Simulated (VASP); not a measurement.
## Zr2AlN3: single point with PBE

Zr2AlN3:

```xyz
6
Lattice="3.3879 0.0000 0.0000 -1.6939 2.9340 0.0000 0.0000 0.0000 8.3670" Properties=species:S:1:pos:R:3 pbc="T T T"
Zr    0.0000    0.0000    0.1060
Zr    0.0000    1.9560    5.5276
Al    1.6939    0.9780    2.7489
N     0.0000    1.9560    7.6438
N     1.6939    0.9780    4.6903
N     0.0000    0.0000    2.2928
```

```
Program                : VASP 6.6.1
Task                   : single point
Functional             : PBE
Potentials or basis    : VASP PAW PBE potentials, release 64 (Zr_sv, Al, N)
Cutoff                 : 600 eV
k mesh                 : 6 × 6 × 2
Occupations            : gaussian, width 0.1 eV
Spin                   : no spin polarisation
Dipole correction      : no
Further INCAR settings : ALGO = Normal; EDIFF = 1e-06; NBANDS = 30
```

```json
{
 "Pressure": "0.2 GPa",
 "Largest force": "0.024 eV/Å",
 "Band gap on the k mesh": "zero (bands 21 and 22 overlap by 0.85 eV)"
}
```

Forces on the atoms (eV/Å):
```
Zr   0.000  0.000  0.009
Zr   0.000  0.000  0.002
Al   0.000  0.000  0.004
N    0.000  0.000 -0.008
N    0.000  0.000 -0.024
N    0.000  0.000  0.017
```

Stress tensor (GPa, compression positive):
```
0.13 0.00 0.00
0.00 0.13 0.00
0.00 0.00 0.21
```

Levels at points of the mesh, in eV from the Fermi level:
```tsv
k point	band 17	band 18	band 19	band 20	band 21	band 22	band 23	band 24	band 25	band 26
(0.00, 0.00, 0.00)	-4.71	-3.75	-3.41	-3.41	-0.48	1.22	1.59	1.59	1.94	1.94
(0.50, 0.00, 0.00)	-4.09	-3.83	-3.63	-3.33	-0.67	0.45	1.25	1.87	2.81	2.91
(0.00, 0.00, 0.50)	-4.66	-4.03	-3.42	-3.42	-0.01	1.07	1.60	1.60	1.89	1.89
(0.50, 0.00, 0.50)	-4.47	-4.03	-3.28	-3.23	-0.52	-0.11	1.48	1.91	2.88	2.98
```

Run time: 38 s on 1 thread of Intel(R) Xeon(R) 6975P-C (Granite Rapids), with other jobs on the host, peak memory 0.23 GiB.

Caveat: the k points lie up to 0.38 Å⁻¹ apart, too coarse for converged energies and pressures of a metal.
